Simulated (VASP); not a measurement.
Wanted: the native input for a VASP 6.6.1 run.

```
Task                   : single point
Functional             : LDA
Potentials or basis    : VASP PAW LDA potentials, release 64 (Hf_pv, N)
Cutoff                 : 520 eV
k mesh                 : 9 × 9 × 9
Occupations            : fermi-dirac, width 0.05 eV
Spin                   : no spin polarisation
Dipole correction      : no
Further INCAR settings : ALGO = Normal; EDIFF = 1e-06; NBANDS = 14
```

The structure of HfN lies in POSCAR:

```
HfN
1.0
    2.8437393532      0.0000000000      0.0000000000
    0.0000000000      2.8437393532      0.0000000000
    0.0000000000      0.0000000000      2.8437393532
Hf N
1 1
Direct
    0.5000000000      0.5000000000      0.5000000000
    0.0000000000      0.0000000000      0.0000000000
```

One way to write it, as run:

INCAR

```
SYSTEM = HfN
  PREC = Accurate
  ENCUT = 520
  EDIFF = 1E-6
  ISMEAR = -1
  SIGMA = 0.05
  LREAL = .False.
  LASPH = .True.
  NELM = 60
  ALGO = Normal
  ISIF = 2
  LWAVE = .False.
  LCHARG = .True.
  GGA = CA
  LELF = .True.
  LVHAR = .True.
  NBANDS = 14
```

KPOINTS

```
Automatic mesh
0
Gamma
  9 9 9
  0 0 0
```

Potentials or basis: VASP PAW LDA potentials, release 64 (Hf_pv, N).

Command:

```console
$ cat potpaw_LDA.64/Hf_pv/POTCAR potpaw_LDA.64/N/POTCAR > POTCAR
$ mpirun -np 1 vasp_std > vasp.out
```

Results of the run:

```json
{
 "Pressure": "-20.5 GPa"
}
```

It took 6.1 s on 1 thread of AMD EPYC 9R45 96-Core Processor (Zen 5), on a shared host, peak memory 0.1 GiB.
